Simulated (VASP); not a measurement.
# Cd2S: single point with LDA

The system is Cd2S.

```
CELL_PARAMETERS angstrom
4.04039 0.00000 0.00000
-2.02019 3.49908 0.00000
0.00000 0.00000 5.92313
ATOMIC_POSITIONS crystal
Cd 0.33333 0.66667 0.93272
Cd 0.66667 0.33333 0.57873
S 0.33333 0.66667 0.36571
```

```yaml
Program: VASP 6.6.1
Task: single point
Functional: LDA
Potentials_or_basis: VASP PAW LDA potentials, release 64 (Cd, S)
Cutoff: 500 eV
k_mesh: 8 × 8 × 5
Occupations: fermi-dirac, width 0.05 eV
Spin: no spin polarisation
Dipole_correction: no
Further_INCAR_settings: ALGO = Normal; EDIFF = 1e-06; NBANDS = 22
```

```
Pressure               : -6.3 GPa
Largest force          : 0.346 eV/Å
Band gap on the k mesh : 0.29 eV (least direct gap 0.57 eV)
```

Forces in eV/Å, atoms in the order of the input:
```
Cd   0.000  0.000  0.101
Cd   0.000  0.000 -0.346
S    0.000  0.000  0.245
```

Stress tensor (GPa, compression positive):
```
-5.49  0.00  0.00
 0.00 -5.49  0.00
 0.00  0.00 -7.90
```

Levels at points of the mesh, in eV from the valence-band top:
```
           k point  band 11  band 12  band 13  band 14  band 15  band 16  band 17  band 18  band 19  band 20
(0.00, 0.00, 0.00)    -7.47    -4.22    -3.43    -0.54    -0.54     2.99     4.87     6.70     6.70     8.00
(0.50, 0.00, 0.00)    -7.33    -4.11    -2.69    -1.34    -1.24     0.69     3.08     4.71     5.65     7.20
```

It took 47 s on 1 thread of Intel(R) Xeon(R) Platinum 8375C CPU @ 2.90GHz (Ice Lake), on a shared host, peak memory 0.2 GiB.

Caveat: the cell stands under tension; an odd mesh through Γ misses points on the zone boundary, where band edges can lie.
